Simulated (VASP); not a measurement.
# KEu3 (Pm-3m) in VASP: single point with RPBE

Aim: the single point of KEu3 with RPBE.

Program: VASP 6.6.1. These are calculated values, not measurements. Logs are shortened: lines on timing, memory, paths and dates and some standing lists are left out, and cuts for length are marked.

### Step 1. The cell of the first run

Symmetry: Pm-3m, No. 221, cubic system. The conventional cell has a = 5.885 Å, b = 5.885 Å, c = 5.885 Å, α = 90.00°, β = 90.00°, γ = 90.00°. Within 5.5 Å of K (site symmetry m-3m) lie 12 Eu at 4.16 Å. Eu (site symmetry 4/mmm) has 4 K at 4.16 Å and 8 Eu at 4.16 Å within 5.5 Å.

### Step 2. Single point, RPBE, collinear spin, ferromagnetic start

INCAR reads:

```
SYSTEM = KEu3
PREC = Accurate
ENCUT = 520
EDIFF = 1E-6
ISMEAR = -1
SIGMA = 0.15
LREAL = .False.
LASPH = .True.
NELM = 150
ALGO = Normal
ISIF = 2
LWAVE = .False.
LCHARG = .False.
ISPIN = 2
MAGMOM = 0 4.9 4.9 4.9
LORBIT = 11
LMAXMIX = 6
GGA = RP
NBANDS = 42
```

KPOINTS reads:

```
regular mesh
0
Gamma
  4 4 4
  0 0 0
```

POSCAR reads:

```
KEu3
1.0
    5.8850400000      0.0000000000      0.0000000000
    0.0000000000      5.8850400000      0.0000000000
    0.0000000000      0.0000000000      5.8850400000
K Eu
1 3
Direct
    0.0000000000      0.0000000000      0.0000000000
    0.0000000000      0.5000000000      0.5000000000
    0.5000000000      0.0000000000      0.5000000000
    0.5000000000      0.5000000000      0.0000000000
```

Potentials or basis: VASP PAW PBE potentials, release 64 (K_sv, Eu).

Command:

```sh
cat potpaw_PBE.64/K_sv/POTCAR potpaw_PBE.64/Eu/POTCAR > POTCAR
mpirun -np 1 vasp_std > vasp.out
```

OUTCAR:

```text
SYSTEM = KEu3
   PREC = Accurate
   ENCUT = 520
   EDIFF = 1E-6
   ISMEAR = -1
   LREAL = .False.
   LASPH = .True.
   NELM = 150
   ISIF = 2
   ISPIN = 2
   LORBIT = 11
   GGA = RP

 ion  position               nearest neighbor table
   1  0.000  0.000  0.000-
   2  0.000  0.500  0.500-
   3  0.500  0.000  0.500-
   4  0.500  0.500  0.000-

  LATTYP: Found a simple cubic cell.
 ALAT       =     5.8850400000

  Lattice vectors:

 A1 = (   5.8850400000,   0.0000000000,   0.0000000000)
 A2 = (   0.0000000000,   5.8850400000,   0.0000000000)
 A3 = (   0.0000000000,   0.0000000000,   5.8850400000)

Analysis of symmetry for initial positions (statically):
=====================================================================
 Subroutine PRICEL returns:
 Original cell was already a primitive cell.

 Routine SETGRP: Setting up the symmetry group for a
 simple cubic supercell.

 Subroutine GETGRP returns: Found 48 space group operations
 (whereof 48 operations were pure point group operations)
 out of a pool of 48 trial point group operations.

The static configuration has the point symmetry O_h .

Analysis of symmetry for dynamics (positions and initial velocities):
=====================================================================
 Subroutine PRICEL returns:
 Original cell was already a primitive cell.

 Routine SETGRP: Setting up the symmetry group for a
 simple cubic supercell.

 Subroutine GETGRP returns: Found 48 space group operations
 (whereof 48 operations were pure point group operations)
 out of a pool of 48 trial point group operations.

The dynamic configuration has the point symmetry O_h .

Analysis of structural, dynamic, and magnetic symmetry:
=====================================================================
 Subroutine PRICEL returns:
 Original cell was already a primitive cell.

 Routine SETGRP: Setting up the symmetry group for a
 simple cubic supercell.

 Subroutine GETGRP returns: Found 48 space group operations
 (whereof 48 operations were pure point group operations)
 out of a pool of 48 trial point group operations.

The overall configuration has the point symmetry O_h .

 Subroutine INISYM returns: Found 48 space group operations
 (whereof 48 operations are pure point group operations),
 and found     1 'primitive' translations

----------------------------------------------------------------------------------------

                                     Primitive cell

  volume of cell :     203.8207

  direct lattice vectors                    reciprocal lattice vectors
     5.885040000  0.000000000  0.000000000     0.169922379  0.000000000  0.000000000
     0.000000000  5.885040000  0.000000000     0.000000000  0.169922379  0.000000000
     0.000000000  0.000000000  5.885040000     0.000000000  0.000000000  0.169922379

  length of vectors
     5.885040000  5.885040000  5.885040000     0.169922379  0.169922379  0.169922379

  position of ions in fractional coordinates (direct lattice)
     0.000000000  0.000000000  0.000000000
     0.000000000  0.500000000  0.500000000
     0.500000000  0.000000000  0.500000000
     0.500000000  0.500000000  0.000000000

  ion indices of the primitive-cell ions
   primitive index   ion index
                 1           1
                 2           2
                 3           3
                 4           4

----------------------------------------------------------------------------------------

 KPOINTS: regular mesh

Automatic generation of k-mesh.
 Grid dimensions read from file:
 generate k-points for:    4    4    4

 Generating k-lattice:

  Cartesian coordinates                     Fractional coordinates (reciprocal lattice)
     0.042480595  0.000000000  0.000000000     0.250000000  0.000000000  0.000000000
     0.000000000  0.042480595  0.000000000     0.000000000  0.250000000  0.000000000
     0.000000000  0.000000000  0.042480595     0.000000000  0.000000000  0.250000000

  Length of vectors
     0.042480595  0.042480595  0.042480595

  Shift w.r.t. Gamma in fractional coordinates (k-lattice)
     0.000000000  0.000000000  0.000000000

 Subroutine IBZKPT returns following result:
 ===========================================

 Found     10 irreducible k-points:

 Following reciprocal coordinates:
            Coordinates               Weight
  0.000000  0.000000  0.000000      1.000000
  0.250000  0.000000  0.000000      6.000000
  0.500000  0.000000  0.000000      3.000000
  0.250000  0.250000  0.000000     12.000000
  0.500000  0.250000  0.000000     12.000000
  0.500000  0.500000  0.000000      3.000000
  0.250000  0.250000  0.250000      8.000000
  0.500000  0.250000  0.250000     12.000000
  0.500000  0.500000  0.250000      6.000000
  0.500000  0.500000  0.500000      1.000000
   k-points           NKPTS =     10   k-points in BZ     NKDIM =     10   number of bands    NBANDS=     42
   number of dos      NEDOS =    301   number of ions     NIONS =      4
   total plane-waves  NPLWV = 110592
   dimension x,y,z NGX =    48 NGY =   48 NGZ =   48
   dimension x,y,z NGXF=    96 NGYF=   96 NGZF=   96
   ions per type =               1   3
   NGX,Y,Z   is equivalent  to a cutoff of  13.56, 13.56, 13.56 a.u.
   NGXF,Y,Z  is equivalent  to a cutoff of  27.12, 27.12, 27.12 a.u.
 SYSTEM =  KEu3
   PREC   = accura    normal or accurate (medium, high low for compatibility)
   ISTART =      0    job   : 0-new  1-cont  2-samecut
   ICHARG =      2    charge: 1-file 2-atom 10-const
   ISPIN  =      2    spin polarized calculation?
   LNONCOLLINEAR =      F non collinear calculations
   LSORBIT =      F    spin-orbit coupling
   LASPH  =      T    aspherical Exc in radial PAW
   ENCUT  =  520.0 eV  38.22 Ry    6.18 a.u.  10.94 10.94 10.94*2*pi/ulx,y,z
   NELM   =    150;   NELMIN=  2; NELMDL= -5     # of ELM steps
   EDIFF  = 0.1E-05   stopping-criterion for ELM
   LREAL  =      F    real-space projection
   EDIFFG = 0.1E-04   stopping-criterion for IOM
   NSW    =      0    number of steps for IOM
   IBRION =     -1    ionic relax: 0-MD 1-quasi-New 2-CG
   NFREE  =      0    steps in history (QN), initial steepest desc. (CG)
   ISIF   =      2    stress and relaxation
   ISYM   =      2    0-nonsym 1-usesym 2-fastsym
   POTIM  = 0.5000    time-step for ionic-motion
   TEBEG  =    0.0;   TEEND  =   0.0 temperature during run
   PSTRESS=    0.0 pullay stress
   NELECT =      60.0000    total number of electrons
   NUPDOWN=      -1.0000    fix difference up-down
   EMIN   =  10.00;   EMAX   =-10.00  energy-range for DOS
   EFERMI =   0.00;   METHOD = LEGACY
   ISMEAR =    -1;   SIGMA  =   0.15  broadening in eV -4-tet -1-fermi 0-gaus
   EFERMI_NEDOS =   21; number of points for ismear=-14 and -15
   IALGO  =     38    algorithm
   IMIX   =      4    mixing-type and parameters
     AMIX     =   0.40;   BMIX     =  1.00
     AMIX_MAG =   1.60;   BMIX_MAG =  1.00
  volume/ion in A,a.u.               =      50.96       343.86
  Fermi-wavevector in a.u.,A,eV,Ry     =   1.089037  2.057981 16.136521  1.186001
  Thomas-Fermi vector in A             =   2.225231
   LORBIT       =     11    0 simple, 1 ext, 2 COOP (PROOUT), +10 PAW based schemes
   GGA     = RP    functional components
   LHFCALC =     F    Hartree Fock is set to
   AEXX    =    0.0000 exact exchange contribution
   IVDW    =     0    specifies the selected vdW correction
   LEPSILON=     F    determine dielectric tensor
   LRPA    =     F    only Hartree local field effects (RPA)
 spin polarized calculation
  energy-cutoff  :      520.00
  volume of cell :      203.82
 maximum number of plane-waves:      5520
 NGX is ok and might be reduce to    48
   NGX = 21   NGY = 21   NGZ = 21

 number of electron      59.9999999 magnetization      22.2013191

 Free energy of the ion-electron system (eV)
  ---------------------------------------------------
  ext. energy  EPLUGINS =         0.00000000
  ---------------------------------------------------
  free energy    TOTEN  =       -34.17411476 eV

  energy without entropy =      -33.69776983  energy(sigma->0) =      -33.93594230

 E-fermi :   1.3891     XC(G=0):  -7.6047

 val. band max:        1.3758339837   @ k =   0.2500   0.2500   0.0000
 cond. band min:       1.4356934598   @ k =   0.5000   0.5000   0.2500
 fundamental gap:      0.0598594761
 Fermi energy:         1.3890658571

 spin component 1

 k-point     1 :       0.0000    0.0000    0.0000
  band No.  band energies     occupation
      1     -40.6877      1.00000
      2     -40.6749      1.00000
      3     -40.6749      1.00000
      4     -29.8269      1.00000
      5     -19.5285      1.00000
      6     -19.5285      1.00000
[... 439 lines left out ...]
     41       0.7727      0.98384
     42       1.3746      0.52412
 Fermi energy:         1.3890658571

 spin component 2

 k-point     1 :       0.0000    0.0000    0.0000
  band No.  band energies     occupation
      1     -37.4697      1.00000
      2     -37.4524      1.00000
      3     -37.4524      1.00000
      4     -29.8126      1.00000
      5     -17.2307      1.00000
      6     -17.2307      1.00000
[... 439 lines left out ...]
     41       5.4779      0.00000
     42       5.6190      0.00000

------------------------ aborting loop because EDIFF is reached ----------------------------------------

  FORCE on cell =-STRESS in cart. coord.  units (eV):
  Direction    XX          YY          ZZ          XY          YZ          ZX
  --------------------------------------------------------------------------------------
  -------------------------------------------------------------------------------------
  Total        0.5807569      0.5807569      0.5807569      0.0000000      0.0000000      0.0000000
  in kB        4.5651675      4.5651675      4.5651675      0.0000000      0.0000000      0.0000000
  external PRESSURE =       4.5651675 kB  Pullay stress =       0.0000000 kB

 VOLUME and BASIS-vectors are now :
 -----------------------------------------------------------------------------
  energy-cutoff  :      520.00
  volume of cell :      203.82
      direct lattice vectors                 reciprocal lattice vectors
     5.885040000  0.000000000  0.000000000     0.169922379  0.000000000  0.000000000
     0.000000000  5.885040000  0.000000000     0.000000000  0.169922379  0.000000000
     0.000000000  0.000000000  5.885040000     0.000000000  0.000000000  0.169922379

 POSITION                                       TOTAL-FORCE (eV/Angst)
 -----------------------------------------------------------------------------------
      0.00000      0.00000      0.00000         0.000000      0.000000      0.000000
      0.00000      2.94252      2.94252         0.000000      0.000000      0.000000
      2.94252      0.00000      2.94252         0.000000      0.000000      0.000000
      2.94252      2.94252      0.00000         0.000000      0.000000      0.000000
 -----------------------------------------------------------------------------------
    total drift:                                0.000000      0.000000     -0.000000

  FREE ENERGIE OF THE ION-ELECTRON SYSTEM (eV)
  ---------------------------------------------------
  free  energy   TOTEN  =       -34.1741147624 eV

  energy  without entropy=      -33.6977698292  energy(sigma->0) =      -33.93594230

 total charge

# of ion       s       p       d       f       tot
--------------------------------------------------
    1        1.992   5.589   0.025   0.000   7.605
    2        2.083   5.746   0.213   6.697  14.739
    3        2.083   5.746   0.213   6.697  14.739
    4        2.083   5.746   0.213   6.697  14.739
--------------------------------------------------
tot          8.242  22.827   0.663  20.091  51.823

 magnetization (x)

# of ion       s       p       d       f       tot
--------------------------------------------------
    1        0.002   0.006   0.005   0.000   0.013
    2       -0.000  -0.106   0.114   6.696   6.704
    3       -0.000  -0.106   0.114   6.696   6.704
    4       -0.000  -0.106   0.114   6.696   6.704
--------------------------------------------------
tot          0.001  -0.311   0.346  20.088  20.125
```

Run time: 15 min. Hardware: 1 thread of Intel Xeon Platinum 8488C (Sapphire Rapids), shared host; peak memory 0.47 GiB.

Results:

- Free energy: -34.1741 eV
- Pressure: 0.5 GPa
- Net moment: 22.20 μB per cell
- Site moments: K +0.01; Eu +6.70 μB
- Valence electrons inside the program's atomic spheres: K 7.61; Eu 14.74

Levels at points of the mesh, in eV from the Fermi level:
Spin up:
| k point | band 37 | band 38 | band 39 | band 40 | band 41 | band 42 |
| --- | --- | --- | --- | --- | --- | --- |
| (0.00, 0.00, 0.00) | -0.64 | -0.64 | -0.64 | -0.64 | -0.64 | -0.09 |
| (0.50, 0.00, 0.00) | -0.66 | -0.66 | -0.64 | -0.38 | 0.19 | 0.34 |
| (0.50, 0.50, 0.00) | -0.67 | -0.65 | -0.65 | -0.63 | -0.62 | 0.26 |
| (0.50, 0.50, 0.50) | -0.63 | -0.62 | -0.62 | -0.62 | -0.62 | -0.01 |
Spin down:
| k point | band 16 | band 17 | band 18 | band 19 | band 20 | band 21 | band 22 | band 23 |
| --- | --- | --- | --- | --- | --- | --- | --- | --- |
| (0.00, 0.00, 0.00) | -14.68 | -3.19 | -0.34 | -0.18 | -0.18 | 0.73 | 0.73 | 0.73 |
| (0.50, 0.00, 0.00) | -14.68 | -2.00 | -1.63 | 0.30 | 0.74 | 1.08 | 1.08 | 1.19 |
| (0.50, 0.50, 0.00) | -14.68 | -0.88 | -0.88 | -0.72 | -0.33 | 1.15 | 1.22 | 1.39 |
| (0.50, 0.50, 0.50) | -14.68 | -0.69 | -0.69 | -0.69 | -0.36 | 0.86 | 0.88 | 0.88 |

Caveat: the bands computed are all filled at some k points, so no gap is given; the PAW data sets were made with another functional, which shifts forces and pressure a little; spin-orbit coupling is left out, which moves the levels of the heavy elements; without U or exact exchange the open f shell lies at the Fermi level, which spoils levels, moments and volumes. The state reached can hang on the start; a lower one may exist.
